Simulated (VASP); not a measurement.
**Al2Pt: relaxation of cell and atoms with r2SCAN**

Crystal: Al2Pt.

```xyz
3
Lattice="0.0000 2.9732 2.9732 2.9732 0.0000 2.9732 2.9732 2.9732 0.0000" Properties=species:S:1:pos:R:3 pbc="T T T"
Al    1.4866    1.4866    1.4866
Al    4.4598    4.4598    4.4598
Pt    0.0000    0.0000    0.0000
```

```json
{
  "Program": "VASP 6.6.1",
  "Task": "relaxation of cell and atoms",
  "Functional": "r2SCAN",
  "Potentials or basis": "VASP PAW PBE potentials, release 64 (Al, Pt)",
  "Cutoff": "550 eV",
  "k mesh": "12 × 12 × 12",
  "Occupations": "gaussian, width 0.1 eV",
  "Spin": "no spin polarisation",
  "Dipole correction": "no",
  "Further INCAR settings": "ALGO = Normal; EDIFF = 1e-07; IBRION = 2; EDIFFG = -0.005; NSW = 70; ISIF = 3"
}
```

The relaxed volume is 17.12 Å³/atom, the relaxed cell is a = 4.172 Å, b = 4.172 Å, c = 4.172 Å, α = 60.00°, β = 60.00°, γ = 60.00° and the space group after relaxing (to 0.1 Å) is Fm-3m (No. 225). The energy gained by relaxing is 4.1 meV/atom, the ionic steps are 3 and the pressure after relaxing is 0.0 GPa. The band gap on the k mesh is zero (bands 8 and 9 overlap by 5.70 eV).

Step by step:
| step | energy change (eV) | largest force (eV/Å) | pressure (GPa) | volume (Å³) |
| --- | --- | --- | --- | --- |
| 1 | 0.0000 | 0.0000 | -3.14 | 52.57 |
| 2 | 0.0046 | 0.0000 | 4.11 | 49.99 |
| 3 | -0.0123 | 0.0000 | 0.03 | 51.35 |

Final structure:
```
Al Pt
1.0
     0.00000    2.95019    2.95019
     2.95019    0.00000    2.95019
     2.95019    2.95019    0.00000
Al Pt
2 1
Cartesian
  1.4751 1.4751 1.4751
  4.4253 4.4253 4.4253
  0.0000 0.0000 0.0000
```

Levels at points of the mesh, in eV from the Fermi level:
```tsv
k point	band 6	band 7	band 8	band 9	band 10	band 11
(0.00, 0.00, 0.00)	-3.96	3.68	3.95	3.95	3.95	5.78
(0.50, 0.00, 0.00)	-3.70	-3.70	1.01	1.01	4.31	5.52
(0.50, 0.50, 0.00)	-3.66	-3.41	-1.75	-1.75	3.56	3.71
```

Run time: 3.2 min on 1 thread of Intel(R) Xeon(R) 6975P-C (Granite Rapids) (shared host), peak memory 0.23 GiB.

Caveat: the PAW data sets were made with another functional, which shifts forces and pressure a little; spin-orbit coupling is left out, which moves the levels of the heavy elements.
